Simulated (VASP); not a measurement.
# Mn (P6_3/mmc) in VASP: further runs

Mn is run at these levels: LDA; tasks: single point.

Program: VASP 6.6.1. These are calculated values, not measurements. Logs are shortened: lines on timing, memory, paths and dates and some standing lists are left out, and cuts for length are marked.

## (1) The cell of the first run

It takes space group P6_3/mmc (No. 194, hexagonal). Conventional cell: a = 2.211 Å, b = 2.211 Å, c = 3.560 Å, α = 90.00°, β = 90.00°, γ = 120.00°. Mn (site symmetry -6m2) has 12 Mn at 2.19 to 2.21 Å within 2.9 Å.

This isn't the form of Mn at room conditions, which is a 58-atom cubic cell.

## (2) Single point, LDA, collinear spin, ferromagnetic start (7.53 Å³/atom)

File INCAR:

```
SYSTEM = Mn
ALGO = Normal
EDIFF = 1E-7
ENCUT = 520
GGA = CA
ISIF = 2
ISMEAR = -1
ISPIN = 2
LASPH = .TRUE.
LCHARG = .TRUE.
LELF = .TRUE.
LMAXMIX = 4
LORBIT = 11
LREAL = .FALSE.
LVHAR = .TRUE.
LWAVE = .FALSE.
MAGMOM = 3 3
NBANDS = 24
NELM = 150
PREC = Accurate
SIGMA = 0.08
```

File KPOINTS:

```
k-points
0
G
  20 20 11
  0 0 0
```

File POSCAR:

```
Mn
1.0
    2.2109034028      0.0000000000      0.0000000000
   -1.1054517014      1.9146985121      0.0000000000
    0.0000000000      0.0000000000      3.5595448466
Mn
2
Direct
    0.3333333333      0.6666666667      0.2500000000
    0.6666666667      0.3333333333      0.7500000000
```

Potentials or basis: VASP PAW LDA potentials, release 64 (Mn_pv).

Started as:

```console
> cat potpaw_LDA.64/Mn_pv/POTCAR > POTCAR
> mpirun -np 1 vasp_std > vasp.out
```

OUTCAR:

```text
SYSTEM = Mn
   EDIFF = 1E-7
   ENCUT = 520
   GGA = CA
   ISIF = 2
   ISMEAR = -1
   ISPIN = 2
   LASPH = .TRUE.
   LORBIT = 11
   LREAL = .FALSE.
   NELM = 150
   PREC = Accurate

 ion  position               nearest neighbor table
   1  0.333  0.667  0.250-   2 2.19   2 2.19   2 2.19   2 2.19   2 2.19   2 2.19   2 3.11   2 3.11
                             2 3.11   2 3.11   2 3.11   2 3.11
   2  0.667  0.333  0.750-   1 2.19   1 2.19   1 2.19   1 2.19   1 2.19   1 2.19   1 3.11   1 3.11
                             1 3.11   1 3.11   1 3.11   1 3.11

  LATTYP: Found a hexagonal cell.
 ALAT       =     2.2109034028
 C/A-ratio  =     1.6099956435

  Lattice vectors:

 A1 = (   2.2109034028,   0.0000000000,   0.0000000000)
 A2 = (  -1.1054517014,   1.9146985121,   0.0000000000)
 A3 = (   0.0000000000,   0.0000000000,   3.5595448466)

Analysis of symmetry for initial positions (statically):
=====================================================================
 Subroutine PRICEL returns:
 Original cell was already a primitive cell.

 Routine SETGRP: Setting up the symmetry group for a
 hexagonal supercell.

 Subroutine GETGRP returns: Found 24 space group operations
 (whereof 12 operations were pure point group operations)
 out of a pool of 24 trial point group operations.

The static configuration has the point symmetry D_3d.
 The point group associated with its full space group is D_6h.

Analysis of symmetry for dynamics (positions and initial velocities):
=====================================================================
 Subroutine PRICEL returns:
 Original cell was already a primitive cell.

 Routine SETGRP: Setting up the symmetry group for a
 hexagonal supercell.

 Subroutine GETGRP returns: Found 24 space group operations
 (whereof 12 operations were pure point group operations)
 out of a pool of 24 trial point group operations.

The dynamic configuration has the point symmetry D_3d.
 The point group associated with its full space group is D_6h.

Analysis of structural, dynamic, and magnetic symmetry:
=====================================================================
 Subroutine PRICEL returns:
 Original cell was already a primitive cell.

 Routine SETGRP: Setting up the symmetry group for a
 hexagonal supercell.

 Subroutine GETGRP returns: Found 24 space group operations
 (whereof 12 operations were pure point group operations)
 out of a pool of 24 trial point group operations.

The overall configuration has the point symmetry D_3d.
 The point group associated with its full space group is D_6h.

 Subroutine INISYM returns: Found 24 space group operations
 (whereof 12 operations are pure point group operations),
 and found     1 'primitive' translations

----------------------------------------------------------------------------------------

                                     Primitive cell

  volume of cell :      15.0683

  direct lattice vectors                    reciprocal lattice vectors
     2.210903403  0.000000000  0.000000000     0.452303795  0.261137718  0.000000000
    -1.105451701  1.914698512  0.000000000     0.000000000  0.522275436  0.000000000
     0.000000000  0.000000000  3.559544847     0.000000000  0.000000000  0.280934795

  length of vectors
     2.210903403  2.210903403  3.559544847     0.522275436  0.522275436  0.280934795

  position of ions in fractional coordinates (direct lattice)
     0.333333333  0.666666667  0.250000000
     0.666666667  0.333333333  0.750000000

  ion indices of the primitive-cell ions
   primitive index   ion index
                 1           1
                 2           2

----------------------------------------------------------------------------------------

 KPOINTS: k-points

Automatic generation of k-mesh.
 Grid dimensions read from file:
 generate k-points for:   20   20   11

 Generating k-lattice:

  Cartesian coordinates                     Fractional coordinates (reciprocal lattice)
     0.022615190  0.013056886  0.000000000     0.050000000  0.000000000  0.000000000
     0.000000000  0.026113772  0.000000000     0.000000000  0.050000000  0.000000000
     0.000000000  0.000000000  0.025539527     0.000000000  0.000000000  0.090909091

  Length of vectors
     0.026113772  0.026113772  0.025539527

  Shift w.r.t. Gamma in fractional coordinates (k-lattice)
     0.000000000  0.000000000  0.000000000

 Subroutine IBZKPT returns following result:
 ===========================================

 Found    264 irreducible k-points:

 Following reciprocal coordinates:
            Coordinates               Weight
  0.000000  0.000000  0.000000      1.000000
  0.050000  0.000000  0.000000      6.000000
  0.100000  0.000000  0.000000      6.000000
  0.150000  0.000000  0.000000      6.000000
  0.200000  0.000000  0.000000      6.000000
  0.250000  0.000000  0.000000      6.000000
[... 16 lines left out ...]
  0.200000  0.100000  0.000000     12.000000
  0.250000  0.100000  0.000000     12.000000
 [... further k-points ...]
   k-points           NKPTS =    264   k-points in BZ     NKDIM =    264   number of bands    NBANDS=     24
   number of dos      NEDOS =    301   number of ions     NIONS =      2
   total plane-waves  NPLWV =   7168
   dimension x,y,z NGX =    16 NGY =   16 NGZ =   28
   dimension x,y,z NGXF=    32 NGYF=   32 NGZF=   56
   ions per type =               2
   NGX,Y,Z   is equivalent  to a cutoff of  12.03, 12.03, 13.08 a.u.
   NGXF,Y,Z  is equivalent  to a cutoff of  24.06, 24.06, 26.15 a.u.
 SYSTEM =  Mn
   PREC   = accura    normal or accurate (medium, high low for compatibility)
   ISTART =      0    job   : 0-new  1-cont  2-samecut
   ICHARG =      2    charge: 1-file 2-atom 10-const
   ISPIN  =      2    spin polarized calculation?
   LNONCOLLINEAR =      F non collinear calculations
   LSORBIT =      F    spin-orbit coupling
   LASPH  =      T    aspherical Exc in radial PAW
   ENCUT  =  520.0 eV  38.22 Ry    6.18 a.u.   4.11  4.11  6.62*2*pi/ulx,y,z
   NELM   =    150;   NELMIN=  2; NELMDL= -5     # of ELM steps
   EDIFF  = 0.1E-06   stopping-criterion for ELM
   LREAL  =      F    real-space projection
   EDIFFG = 0.1E-05   stopping-criterion for IOM
   NSW    =      0    number of steps for IOM
   IBRION =     -1    ionic relax: 0-MD 1-quasi-New 2-CG
   NFREE  =      0    steps in history (QN), initial steepest desc. (CG)
   ISIF   =      2    stress and relaxation
   ISYM   =      2    0-nonsym 1-usesym 2-fastsym
   POTIM  = 0.5000    time-step for ionic-motion
   TEBEG  =    0.0;   TEEND  =   0.0 temperature during run
   PSTRESS=    0.0 pullay stress
   NELECT =      26.0000    total number of electrons
   NUPDOWN=      -1.0000    fix difference up-down
   EMIN   =  10.00;   EMAX   =-10.00  energy-range for DOS
   EFERMI =   0.00;   METHOD = LEGACY
   ISMEAR =    -1;   SIGMA  =   0.08  broadening in eV -4-tet -1-fermi 0-gaus
   EFERMI_NEDOS =   21; number of points for ismear=-14 and -15
   IALGO  =     38    algorithm
   IMIX   =      4    mixing-type and parameters
     AMIX     =   0.40;   BMIX     =  1.00
     AMIX_MAG =   1.60;   BMIX_MAG =  1.00
  volume/ion in A,a.u.               =       7.53        50.84
  Fermi-wavevector in a.u.,A,eV,Ry     =   1.963561  3.710592 52.458240  3.855572
  Thomas-Fermi vector in A             =   2.987969
   LORBIT       =     11    0 simple, 1 ext, 2 COOP (PROOUT), +10 PAW based schemes
   GGA     = CA    functional components
   LHFCALC =     F    Hartree Fock is set to
   AEXX    =    0.0000 exact exchange contribution
   IVDW    =     0    specifies the selected vdW correction
   LEPSILON=     F    determine dielectric tensor
   LRPA    =     F    only Hartree local field effects (RPA)
 spin polarized calculation
  energy-cutoff  :      520.00
  volume of cell :       15.07
 maximum number of plane-waves:       428
   NGX =  9   NGY =  9   NGZ = 13

 number of electron      26.0000004 magnetization       0.0002471

 number of electron      26.0000004 magnetization      -0.0000619

 Free energy of the ion-electron system (eV)
  ---------------------------------------------------
  ext. energy  EPLUGINS =         0.00000000
  ---------------------------------------------------
  free energy    TOTEN  =       -18.12725232 eV

  energy without entropy =      -18.09039136  energy(sigma->0) =      -18.10882184

 E-fermi :  16.1660     XC(G=0): -16.6710

 val. band max:       16.1589523846   @ k =   0.1000   0.1000   0.0000
 cond. band min:      16.1712033840   @ k =   0.3000   0.0500   0.2727
 fundamental gap:      0.0122509994
 Fermi energy:        16.1659660324

 spin component 1

 k-point     1 :       0.0000    0.0000    0.0000
  band No.  band energies     occupation
      1     -32.8330      1.00000
      2     -30.7680      1.00000
      3     -30.7680      1.00000
      4     -30.4627      1.00000
      5     -30.4627      1.00000
      6     -30.4183      1.00000
[... 16 lines left out ...]
     23      46.3962      0.00000
     24      46.4491      0.00000
[... 598 lines left out ...]
      2     -31.9275      1.00000
      3     -31.6635      1.00000
      4     -31.1352      1.00000
      5     -30.7193      1.00000
      6     -30.7046      1.00000
[... 16 lines left out ...]
     23      43.4479      0.00000
     24      43.6579      0.00000

 [... further k-points ...]

 spin component 2

 k-point     1 :       0.0000    0.0000    0.0000
  band No.  band energies     occupation
      1     -32.8331      1.00000
      2     -30.7680      1.00000
      3     -30.7680      1.00000
      4     -30.4627      1.00000
      5     -30.4627      1.00000
      6     -30.4183      1.00000
[... 16 lines left out ...]
     23      46.3961      0.00000
     24      46.4490      0.00000
[... 598 lines left out ...]
      2     -31.9275      1.00000
      3     -31.6635      1.00000
      4     -31.1352      1.00000
      5     -30.7193      1.00000
      6     -30.7046      1.00000
[... 16 lines left out ...]
     23      43.4479      0.00000
     24      43.6579      0.00000

 [... further k-points ...]

------------------------ aborting loop because EDIFF is reached ----------------------------------------

  FORCE on cell =-STRESS in cart. coord.  units (eV):
  Direction    XX          YY          ZZ          XY          YZ          ZX
  --------------------------------------------------------------------------------------
  -------------------------------------------------------------------------------------
  Total       16.9534303     16.9534303     16.9861086     -0.0000000      0.0000000     -0.0000000
  in kB     1802.6172862   1802.6172862   1806.0918916     -0.0000000      0.0000000     -0.0000000
  external PRESSURE =    1803.7754880 kB  Pullay stress =       0.0000000 kB

 VOLUME and BASIS-vectors are now :
 -----------------------------------------------------------------------------
  energy-cutoff  :      520.00
  volume of cell :       15.07
      direct lattice vectors                 reciprocal lattice vectors
     2.210903403  0.000000000  0.000000000     0.452303795  0.261137718  0.000000000
    -1.105451701  1.914698512  0.000000000     0.000000000  0.522275436  0.000000000
     0.000000000  0.000000000  3.559544847     0.000000000  0.000000000  0.280934795

 POSITION                                       TOTAL-FORCE (eV/Angst)
 -----------------------------------------------------------------------------------
     -0.00000      1.27647      0.88989        -0.000000      0.000000      0.000000
      1.10545      0.63823      2.66966         0.000000      0.000000      0.000000
 -----------------------------------------------------------------------------------
    total drift:                                0.000000     -0.000000      0.000000

  FREE ENERGIE OF THE ION-ELECTRON SYSTEM (eV)
  ---------------------------------------------------
  free  energy   TOTEN  =       -18.1272523173 eV

  energy  without entropy=      -18.0903913611  energy(sigma->0) =      -18.10882184

 total charge

# of ion       s       p       d       tot
------------------------------------------
    1        0.595   6.678   5.702  12.976
    2        0.595   6.678   5.702  12.976
--------------------------------------------------
tot          1.191  13.356  11.404  25.951

 magnetization (x)

# of ion       s       p       d       tot
------------------------------------------
    1       -0.000   0.000  -0.000  -0.000
    2       -0.000   0.000  -0.000  -0.000
--------------------------------------------------
tot         -0.000   0.000  -0.000  -0.000
```

Run time: 100 s. Hardware: 1 thread of Intel Xeon 6975P-C (Granite Rapids), shared host; peak memory 0.22 GiB.

Results:

```yaml
Free_energy: -18.1273 eV
Pressure: 180.4 GPa
Band_gap_on_the_k_mesh: zero (filled and empty bands overlap)
Net_moment: 0.00 μB per cell
Valence_electrons_inside_the_program's_atomic_spheres: Mn 12.98
```

Stress tensor (GPa, compression positive):
```
180.26   0.00   0.00
  0.00 180.26   0.00
  0.00   0.00 180.61
```

Caveat: the cell stands under pressure.

## (3) Single point, LDA, collinear spin, ferromagnetic start (8.54 Å³/atom)

This run uses another cell than the first one, of 8.54 Å³/atom.

File INCAR:

```
ALGO = Normal
EDIFF = 1E-6
ENCUT = 520
ISIF = 2
ISMEAR = -1
ISPIN = 2
LASPH = T
LCHARG = F
LMAXMIX = 4
LORBIT = 11
LREAL = F
LWAVE = F
MAGMOM = 3 3
NBANDS = 24
NELM = 150
PREC = Accurate
SIGMA = 0.08
```

File KPOINTS:

```
k-points
0
Gamma
  20 20 11
```

File POSCAR:

```
Mn
1.0
    2.3040876065      0.0000000000      0.0000000000
   -1.1520438033      1.9953983998      0.0000000000
    0.0000000000      0.0000000000      3.7144429439
Mn
2
Direct
    0.3333333333      0.6666666667      0.2500000000
    0.6666666667      0.3333333333      0.7500000000
```

Potentials or basis: VASP PAW LDA potentials, release 64 (Mn_pv).

Started as:

```console
> cat potpaw_LDA.64/Mn_pv/POTCAR > POTCAR
> mpirun -np 1 vasp_std > vasp.out
```

Wall time 2.6 min (1 thread of Intel Xeon 6975P-C (Granite Rapids), shared host); peak memory 0.24 GiB.

Results (log left out):

```
Free energy                                           : -19.6885 eV
Pressure                                              : 77.9 GPa
Band gap on the k mesh                                : zero (filled and empty bands overlap)
Net moment                                            : 0.00 μB per cell
Valence electrons inside the program's atomic spheres : Mn 12.57
```

Levels at points of the mesh, in eV from the Fermi level:
Spin up:
```
           k point  band 11  band 12  band 13  band 14  band 15  band 16
(0.00, 0.00, 0.00)    -1.36    -0.71    -0.71    -0.02    -0.02     1.45
(0.50, 0.00, 0.00)    -1.36    -1.21    -0.52     2.50     2.74     2.81
```
Spin down:
```csv
k point,band 11,band 12,band 13,band 14,band 15,band 16
"(0.00, 0.00, 0.00)",-1.36,-0.71,-0.71,-0.02,-0.02,1.45
"(0.50, 0.00, 0.00)",-1.36,-1.21,-0.52,2.50,2.74,2.81
```

Caveat: the cell stands under pressure.

(Continued in part 2 of 2.)
